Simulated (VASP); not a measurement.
# TaTe (Pm-3m) in VASP: settings compared

TaTe is run at these levels: B3LYP, PBE; tasks: single point.

All numbers are computed with VASP 6.6.1; they aren't measurements. Logs are shortened: lines on timing, memory, paths and dates and some standing lists are left out, and cuts for length are marked.

**1. The cell of the first run**

Symmetry: Pm-3m, No. 221, cubic system. The conventional cell has a = 3.449 Å, b = 3.449 Å, c = 3.449 Å, α = 90.00°, β = 90.00°, γ = 90.00°. Within 3.9 Å of Ta (site symmetry m-3m) lie 8 Te at 2.99 Å and 6 Ta at 3.45 Å. Te (site symmetry m-3m) has 8 Ta at 2.99 Å and 6 Te at 3.45 Å within 3.9 Å.

**2. Single point, B3LYP**

Input file POSCAR:

```
TaTe
1.0
    3.4489674486      0.0000000000      0.0000000000
    0.0000000000      3.4489674486      0.0000000000
    0.0000000000      0.0000000000      3.4489674486
Ta Te
1 1
Direct
    0.5000000000      0.5000000000      0.5000000000
    0.0000000000      0.0000000000      0.0000000000
```

Input file INCAR.step1:

```
ALGO     = Normal         # electronic algorithm
EDIFF    = 1E-5           # SCF threshold, eV
ENCUT    = 520            # plane-wave cutoff, eV
GGA      = PE             # functional
ISIF     = 2              # what is computed and relaxed
ISMEAR   = -1             # smearing method
LASPH    = True           # aspherical terms in the spheres
LCHARG   = False          # write CHGCAR
LREAL    = False          # projectors in reciprocal space
LWAVE    = True           # write WAVECAR
NBANDS   = 16             # bands
NELM     = 80             # most SCF steps
PREC     = Accurate       # precision mode
SIGMA    = 0.05           # smearing width, eV
```

Input file INCAR.step2:

```
AEXX     = 0.2            # exact-exchange fraction
AGGAC    = 0.81         
AGGAX    = 0.72         
ALDAC    = 0.19         
ALGO     = Normal         # electronic algorithm
EDIFF    = 1E-6           # SCF threshold, eV
ENCUT    = 520            # plane-wave cutoff, eV
GGA      = B3             # functional
ISIF     = 2              # what is computed and relaxed
ISMEAR   = -1             # smearing method
ISTART   = 1            
LASPH    = True           # aspherical terms in the spheres
LCHARG   = False          # write CHGCAR
LHFCALC  = True           # exact exchange
LREAL    = False          # projectors in reciprocal space
LWAVE    = False          # write WAVECAR
NBANDS   = 16             # bands
NELM     = 80             # most SCF steps
PREC     = Accurate       # precision mode
PRECFOCK = Normal       
SIGMA    = 0.05           # smearing width, eV
```

Input file KPOINTS:

```
k-points
0
Gamma
  4 4 4
```

Potentials or basis: VASP PAW PBE potentials, release 64 (Ta_pv, Te).

Run with:

```sh
cat potpaw_PBE.64/Ta_pv/POTCAR potpaw_PBE.64/Te/POTCAR > POTCAR
cp INCAR.step1 INCAR
mpirun -np 1 vasp_std > vasp.out
cp INCAR.step2 INCAR
mpirun -np 1 vasp_std > vasp.out
```

OUTCAR:

```text
AEXX = 0.2
   EDIFF = 1E-6
   ENCUT = 520
   GGA = B3
   ISIF = 2
   ISMEAR = -1
   ISTART = 1
   LASPH = True
   LHFCALC = True
   LREAL = False
   NELM = 80
   PREC = Accurate
   PRECFOCK = Normal

 ion  position               nearest neighbor table
   1  0.500  0.500  0.500-   2 2.99   2 2.99   2 2.99   2 2.99   2 2.99   2 2.99   2 2.99   2 2.99

   2  0.000  0.000  0.000-   1 2.99   1 2.99   1 2.99   1 2.99   1 2.99   1 2.99   1 2.99   1 2.99

  LATTYP: Found a simple cubic cell.
 ALAT       =     3.4489674486

  Lattice vectors:

 A1 = (   3.4489674486,   0.0000000000,   0.0000000000)
 A2 = (   0.0000000000,   3.4489674486,   0.0000000000)
 A3 = (   0.0000000000,   0.0000000000,   3.4489674486)

Analysis of symmetry for initial positions (statically):
=====================================================================
 Subroutine PRICEL returns:
 Original cell was already a primitive cell.

 Routine SETGRP: Setting up the symmetry group for a
 simple cubic supercell.

 Subroutine GETGRP returns: Found 48 space group operations
 (whereof 48 operations were pure point group operations)
 out of a pool of 48 trial point group operations.

The static configuration has the point symmetry O_h .

Analysis of symmetry for dynamics (positions and initial velocities):
=====================================================================
 Subroutine PRICEL returns:
 Original cell was already a primitive cell.

 Routine SETGRP: Setting up the symmetry group for a
 simple cubic supercell.

 Subroutine GETGRP returns: Found 48 space group operations
 (whereof 48 operations were pure point group operations)
 out of a pool of 48 trial point group operations.

The dynamic configuration has the point symmetry O_h .

 Subroutine INISYM returns: Found 48 space group operations
 (whereof 48 operations are pure point group operations),
 and found     1 'primitive' translations

----------------------------------------------------------------------------------------

                                     Primitive cell

  volume of cell :      41.0268

  direct lattice vectors                    reciprocal lattice vectors
     3.448967449  0.000000000  0.000000000     0.289941849  0.000000000  0.000000000
     0.000000000  3.448967449  0.000000000     0.000000000  0.289941849  0.000000000
     0.000000000  0.000000000  3.448967449     0.000000000  0.000000000  0.289941849

  length of vectors
     3.448967449  3.448967449  3.448967449     0.289941849  0.289941849  0.289941849

  position of ions in fractional coordinates (direct lattice)
     0.500000000  0.500000000  0.500000000
     0.000000000  0.000000000  0.000000000

  ion indices of the primitive-cell ions
   primitive index   ion index
                 1           1
                 2           2

----------------------------------------------------------------------------------------

 KPOINTS: k-points

Automatic generation of k-mesh.
 Grid dimensions read from file:
 generate k-points for:    4    4    4

 Generating k-lattice:

  Cartesian coordinates                     Fractional coordinates (reciprocal lattice)
     0.072485462  0.000000000  0.000000000     0.250000000  0.000000000  0.000000000
     0.000000000  0.072485462  0.000000000     0.000000000  0.250000000  0.000000000
     0.000000000  0.000000000  0.072485462     0.000000000  0.000000000  0.250000000

  Length of vectors
     0.072485462  0.072485462  0.072485462

  Shift w.r.t. Gamma in fractional coordinates (k-lattice)
     0.000000000  0.000000000  0.000000000

 Subroutine IBZKPT returns following result:
 ===========================================

 Found     10 irreducible k-points:

 Following reciprocal coordinates:
            Coordinates               Weight
  0.000000  0.000000  0.000000      1.000000
  0.250000  0.000000  0.000000      6.000000
  0.500000  0.000000  0.000000      3.000000
  0.250000  0.250000  0.000000     12.000000
  0.500000  0.250000  0.000000     12.000000
  0.500000  0.500000  0.000000      3.000000
  0.250000  0.250000  0.250000      8.000000
  0.500000  0.250000  0.250000     12.000000
  0.500000  0.500000  0.250000      6.000000
  0.500000  0.500000  0.500000      1.000000
   k-points           NKPTS =     10   k-points in BZ     NKDIM =     64   number of bands    NBANDS=     16
   number of dos      NEDOS =    301   number of ions     NIONS =      2
   total plane-waves  NPLWV =  21952
   dimension x,y,z NGX =    28 NGY =   28 NGZ =   28
   dimension x,y,z NGXF=    56 NGYF=   56 NGZF=   56
   ions per type =               1   1
   NGX,Y,Z   is equivalent  to a cutoff of  13.50, 13.50, 13.50 a.u.
   NGXF,Y,Z  is equivalent  to a cutoff of  26.99, 26.99, 26.99 a.u.
 SYSTEM =  unknown system
   PREC   = accura    normal or accurate (medium, high low for compatibility)
   ISTART =      1    job   : 0-new  1-cont  2-samecut
   ICHARG =      0    charge: 1-file 2-atom 10-const
   ISPIN  =      1    spin polarized calculation?
   LNONCOLLINEAR =      F non collinear calculations
   LSORBIT =      F    spin-orbit coupling
   LASPH  =      T    aspherical Exc in radial PAW
   ENCUT  =  520.0 eV  38.22 Ry    6.18 a.u.   6.41  6.41  6.41*2*pi/ulx,y,z
   NELM   =     80;   NELMIN=  2; NELMDL=  0     # of ELM steps
   EDIFF  = 0.1E-05   stopping-criterion for ELM
   LREAL  =      F    real-space projection
   EDIFFG = 0.1E-04   stopping-criterion for IOM
   NSW    =      0    number of steps for IOM
   IBRION =     -1    ionic relax: 0-MD 1-quasi-New 2-CG
   NFREE  =      0    steps in history (QN), initial steepest desc. (CG)
   ISIF   =      2    stress and relaxation
   ISYM   =      3    0-nonsym 1-usesym 2-fastsym
   POTIM  = 0.5000    time-step for ionic-motion
   TEBEG  =    0.0;   TEEND  =   0.0 temperature during run
   PSTRESS=    0.0 pullay stress
   NELECT =      17.0000    total number of electrons
   NUPDOWN=      -1.0000    fix difference up-down
   EMIN   =  10.00;   EMAX   =-10.00  energy-range for DOS
   EFERMI =   0.00;   METHOD = LEGACY
   ISMEAR =    -1;   SIGMA  =   0.05  broadening in eV -4-tet -1-fermi 0-gaus
   EFERMI_NEDOS =   21; number of points for ismear=-14 and -15
   IALGO  =     38    algorithm
   IMIX   =      1    mixing-type and parameters
     AMIX     =   0.40;   BMIX     =  1.00
     AMIX_MAG =   1.60;   BMIX_MAG =  1.00
  volume/ion in A,a.u.               =      20.51       138.43
  Fermi-wavevector in a.u.,A,eV,Ry     =   1.220493  2.306398 20.267289  1.489604
  Thomas-Fermi vector in A             =   2.355709
   LORBIT       =      0    0 simple, 1 ext, 2 COOP (PROOUT), +10 PAW based schemes
   GGA     = B3    functional components
   LHFCALC =     T    Hartree Fock is set to
   PRECFOCK=normal    Normal, Fast or Accurate (Low or Medium for compatibility)
   ENCUT4O =  -1.0   cutoff for four orbital integrals eV
   NKREDX  =     1    reduce k-point grid by
   NKREDY  =     1    reduce k-point grid by
   NKREDZ  =     1    reduce k-point grid by
   AEXX    =    0.2000 exact exchange contribution
   HFSCREEN=    0.0000 screening length (either q_TF or 0.3 A-1)
   HFSCREENC=   0.0000 screening length for correlation (either q_TF or 0.3 A-1)
   ENCUTFOCK=  -1.0 apply spherical cutoff to Coloumb kernel
   IVDW    =     0    specifies the selected vdW correction
   LEPSILON=     F    determine dielectric tensor
   LRPA    =     F    only Hartree local field effects (RPA)
 non-spin polarized calculation
  energy-cutoff  :      520.00
  volume of cell :       41.03
 maximum number of plane-waves:      1141
 NGX is ok and might be reduce to    28
  NGX = 20; NGY = 20; NGZ = 20

 number of electron      17.0000001 magnetization

 Free energy of the ion-electron system (eV)
  ---------------------------------------------------
  ext. energy  EPLUGINS =         0.00000000
  ---------------------------------------------------
  free energy    TOTEN  =       -15.77818274 eV

  energy without entropy =      -15.77813273  energy(sigma->0) =      -15.77815773

 E-fermi :  10.0214     XC(G=0):  -9.3298

 val. band max:        9.6456551013   @ k =   0.5000   0.5000   0.0000
 cond. band min:      10.4956690053   @ k =   0.5000   0.2500   0.2500
 fundamental gap:      0.8500139039
 Fermi energy:        10.0214441057

 k-point     1 :       0.0000    0.0000    0.0000
  band No.  band energies     occupation
      1     -27.7614      2.00000
      2     -27.7614      2.00000
      3     -27.7614      2.00000
      4      -6.6104      2.00000
      5       6.1748      2.00000
      6       6.1748      2.00000
[... 8 lines left out ...]
     15      19.0994      0.00000
     16      23.2812      0.00000

 k-point     2 :       0.2500    0.0000    0.0000
  band No.  band energies     occupation
      1     -27.8451      2.00000
      2     -27.7502      2.00000
      3     -27.7502      2.00000
      4      -5.8192      2.00000
      5       2.8048      2.00000
      6       6.5359      2.00000
[... 8 lines left out ...]
     15      20.9373      0.00000
     16      20.9373      0.00000

 k-point     3 :       0.5000    0.0000    0.0000
  band No.  band energies     occupation
      1     -27.9295      2.00000
      2     -27.7400      2.00000
      3     -27.7400      2.00000
      4      -4.5943      2.00000
      5       0.0978      2.00000
      6       6.0529      2.00000
[... 8 lines left out ...]
     15      17.5125      0.00000
     16      17.5140      0.00000

 k-point     4 :       0.2500    0.2500    0.0000
  band No.  band energies     occupation
      1     -27.8357      2.00000
      2     -27.8351      2.00000
      3     -27.7421      2.00000
      4      -5.1862      2.00000
      5       2.9127      2.00000
      6       3.9849      2.00000
[... 8 lines left out ...]
     15      19.6045      0.00000
     16      20.0904      0.00000

 k-point     5 :       0.5000    0.2500    0.0000
  band No.  band energies     occupation
      1     -27.9198      2.00000
      2     -27.8257      2.00000
      3     -27.7337      2.00000
      4      -4.3073      2.00000
      5       1.1550      2.00000
      6       4.3912      2.00000
[... 8 lines left out ...]
     15      19.7969      0.00000
     16      19.9946      0.00000

 k-point     6 :       0.5000    0.5000    0.0000
  band No.  band energies     occupation
      1     -27.9100      2.00000
      2     -27.9100      2.00000
      3     -27.7262      2.00000
      4      -3.9577      2.00000
      5       3.0154      2.00000
      6       3.0154      2.00000
[... 8 lines left out ...]
     15      18.6918      0.00000
     16      20.5998      0.00000

 k-point     7 :       0.2500    0.2500    0.2500
  band No.  band energies     occupation
      1     -27.8276      2.00000
      2     -27.8250      2.00000
      3     -27.8250      2.00000
      4      -4.6247      2.00000
      5       3.8699      2.00000
      6       3.8699      2.00000
[... 8 lines left out ...]
     15      19.0209      0.00000
     16      21.1821      0.00000

 k-point     8 :       0.5000    0.2500    0.2500
  band No.  band energies     occupation
      1     -27.9104      2.00000
      2     -27.8181      2.00000
      3     -27.8149      2.00000
      4      -3.8554      2.00000
      5       1.8310      2.00000
      6       3.6916      2.00000
[... 8 lines left out ...]
     15      17.6033      0.00000
     16      20.6584      0.00000

 k-point     9 :       0.5000    0.5000    0.2500
  band No.  band energies     occupation
      1     -27.9004      2.00000
      2     -27.9004      2.00000
      3     -27.8081      2.00000
      4      -3.2587      2.00000
      5       2.5725      2.00000
      6       2.5725      2.00000
[... 8 lines left out ...]
     15      17.4458      0.00000
     16      19.4905      0.00000

 k-point    10 :       0.5000    0.5000    0.5000
  band No.  band energies     occupation
      1     -27.8898      2.00000
      2     -27.8898      2.00000
      3     -27.8898      2.00000
      4      -2.1140      2.00000
      5       2.1914      2.00000
      6       2.1914      2.00000
[... 8 lines left out ...]
     15      15.8172      0.00000
     16      15.8172      0.00000

------------------------ aborting loop because EDIFF is reached ----------------------------------------

  FORCE on cell =-STRESS in cart. coord.  units (eV):
  Direction    XX          YY          ZZ          XY          YZ          ZX
  --------------------------------------------------------------------------------------
  -------------------------------------------------------------------------------------
  Total       -0.0383718     -0.0383718     -0.0383718     -0.0000000     -0.0000000      0.0000000
  in kB       -1.4984943     -1.4984943     -1.4984943     -0.0000000     -0.0000000      0.0000000
  external PRESSURE =      -1.4984943 kB  Pullay stress =       0.0000000 kB

 VOLUME and BASIS-vectors are now :
 -----------------------------------------------------------------------------
  energy-cutoff  :      520.00
  volume of cell :       41.03
      direct lattice vectors                 reciprocal lattice vectors
     3.448967449  0.000000000  0.000000000     0.289941849  0.000000000  0.000000000
     0.000000000  3.448967449  0.000000000     0.000000000  0.289941849  0.000000000
     0.000000000  0.000000000  3.448967449     0.000000000  0.000000000  0.289941849

 POSITION                                       TOTAL-FORCE (eV/Angst)
 -----------------------------------------------------------------------------------
      1.72448      1.72448      1.72448         0.000000      0.000000      0.000000
      0.00000      0.00000      0.00000         0.000000      0.000000      0.000000
 -----------------------------------------------------------------------------------
    total drift:                                0.000000      0.000000      0.000000

  FREE ENERGIE OF THE ION-ELECTRON SYSTEM (eV)
  ---------------------------------------------------
  free  energy   TOTEN  =       -15.7781827410 eV

  energy  without entropy=      -15.7781327254  energy(sigma->0) =      -15.77815773
```

Run time: 4.7 min. Hardware: 1 thread of Intel Xeon 6975P-C (Granite Rapids), shared host; peak memory 0.17 GiB.

Results:

```
Free energy : -15.7782 eV
Pressure    : -0.1 GPa
```

Caveat: the k points lie up to 0.46 Å⁻¹ apart; the PAW data sets were made with another functional, which shifts forces and pressure a little; spin-orbit coupling is left out, which moves the levels of the heavy elements.

(Part 1 of 2 ends here.)
